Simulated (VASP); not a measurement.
Runs of VASP 6.6.1 on SiO2 (Stishovite). The structure is that of space group P4_2/mnm (No. 136), or close to it. The cells are those of the table. 

| task | level | potentials or basis | cell | cutoff (eV) | gap on the mesh (eV) | pressure (GPa) | largest force (eV/Å) |
| --- | --- | --- | --- | --- | --- | --- | --- |
| single point | LDA | VASP PAW LDA potentials, release 64 (Si, O) | a = 4.155, b = 4.155, c = 2.661 Å, 6 atoms | 520 | (b) | (a) | 0.03 |
| relaxation of cell and atoms | r2SCAN | VASP PAW PBE potentials, release 64 (Si, O) | relaxed from a = 4.177, b = 4.177, c = 2.665 Å, 6 atoms | 600 | 6.51 | 0.0 | - |
| single point | r2SCAN | VASP PAW PBE potentials, release 64 (Si, O) | a = 4.185, b = 4.185, c = 2.669 Å, 6 atoms | 520 | (d) | 0.5 | 0.02 |
| single point | PBE | VASP PAW PBE potentials, release 64 (Si, O) | a = 4.236, b = 4.236, c = 2.690 Å, 6 atoms | 520 | 5.03 | 0.3 | 0.02 |
| single point | PBEsol | VASP PAW PBE potentials, release 64 (Si, O) | a = 4.194, b = 4.194, c = 2.678 Å, 6 atoms | 520 | 5.36 | (c) | 0.04 |

Alike in all rows: no spin polarisation; k mesh 6 × 6 × 10; smearing fermi-dirac 0.02 eV.

**Question.** Estimate the missing entries.

**Answer.** (a) 1.1; (b) 5.82; (c) 0.7; (d) 6.52.

Caveats: the PAW data sets were made with another functional, which shifts forces and pressure a little (some runs).

A k mesh can miss the band edges.
